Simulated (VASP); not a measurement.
Wanted: the native input for a VASP 6.6.1 run.

```yaml
Task: relaxation of cell and atoms
Functional: LDA
Potentials_or_basis: VASP PAW LDA potentials, release 64 (Zr_sv)
Cutoff: 600 eV
k_mesh: 14 × 14 × 14
Occupations: fermi-dirac, width 0.05 eV
Spin: no spin polarisation
Target_pressure: 20 GPa
Dipole_correction: no
Further_INCAR_settings: ALGO = Normal; EDIFF = 1e-06; IBRION = 2; EDIFFG = -0.01; NSW = 60; ISIF = 3
```

The structure of Zr lies in POSCAR:

```
Zr
1.0
    2.9500000000      0.0000000000      0.0000000000
    0.0000000000      2.9500000000      0.0000000000
    0.0000000000      0.0000000000      2.9500000000
Zr
1
Direct
    0.0000000000      0.0000000000      0.0000000000
```

One way to write it, as run:

INCAR

```
ALGO = Normal ; EDIFF = 1E-6
EDIFFG = -0.01 ; ENCUT = 600
IBRION = 2 ; ISIF = 3
ISMEAR = -1 ; LASPH = T
LCHARG = F ; LREAL = F
LWAVE = F ; NELM = 100
NSW = 60 ; PREC = Accurate
PSTRESS = 200.0 ; SIGMA = 0.05
```

KPOINTS

```
k-points
0
Gamma
  14 14 14
```

Potentials or basis: VASP PAW LDA potentials, release 64 (Zr_sv).

Run with:

```sh
$ cat potpaw_LDA.64/Zr_sv/POTCAR > POTCAR
$ mpirun -np 1 vasp_std > vasp.out
```

Results of the run:

```
Relaxed volume                                         : 19.13 Å³/atom
Relaxed cell                                           : a = 2.675 Å, b = 2.675 Å, c = 2.675 Å, α = 90.00°, β = 90.00°, γ = 90.00°
Space group after relaxing (to 0.05 Å)                 : Pm-3m (No. 221)
Energy change on relaxing (the enthalpy is what falls) : +128.8 meV/atom
Ionic steps                                            : 5
Pressure after relaxing                                : 20.0 GPa
Band gap on the k mesh                                 : zero (band 6 reaches 11.97 eV, above the bottom of band 7 at 8.35 eV)
```

Caveat: the cell is relaxed towards a set pressure, so the enthalpy falls and the energy may rise; the volume moved by over 15 % at a fixed basis, so the end points are rough.

It took 28 s on 1 thread of Intel(R) Xeon(R) 6975P-C (Granite Rapids), with other jobs on the host, peak memory 0.16 GiB.
